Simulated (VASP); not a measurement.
Runs of VASP 6.6.1 on Rb2Ir. The structure is that of space group Fm-3m (No. 225), or close to it. The cells are those of the table. 

```csv
task,cell,k mesh,cutoff (eV),gap on the mesh (eV),pressure (GPa),relaxed volume (Å³/atom)
relaxation of cell and atoms,"relaxed from a = 5.094 Å, angles 60.0°, 3 atoms",4 × 4 × 4,600,none,0.1,(a)
single point,"a = 5.701 Å, angles 60.0°, 3 atoms",10 × 10 × 10,520,none,0.0,-
single point,"a = 5.645 Å, angles 60.0°, 3 atoms",4 × 4 × 4,520,none,0.4,-
relaxation of cell and atoms,"relaxed from a = 5.645 Å, angles 60.0°, 3 atoms",10 × 10 × 10,600,none,0.0,43.79
```

Alike in all rows: level PBE; potentials or basis VASP PAW PBE potentials, release 64 (Rb_sv, Ir); no spin polarisation; smearing gaussian 0.1 eV.

Question: Fill in the values left out.

Answer: (a) 43.49.

Caveats: some runs use coarse meshes; spin-orbit coupling is left out, which moves the levels of the heavy elements; the volume moved by over 15 % at a fixed basis, so the end points are rough (some runs).

A k mesh can miss the band edges, and the runs leave out spin-orbit coupling on Ir, Rb.

A gap of «none» marks levels without a gap at the run's occupations.
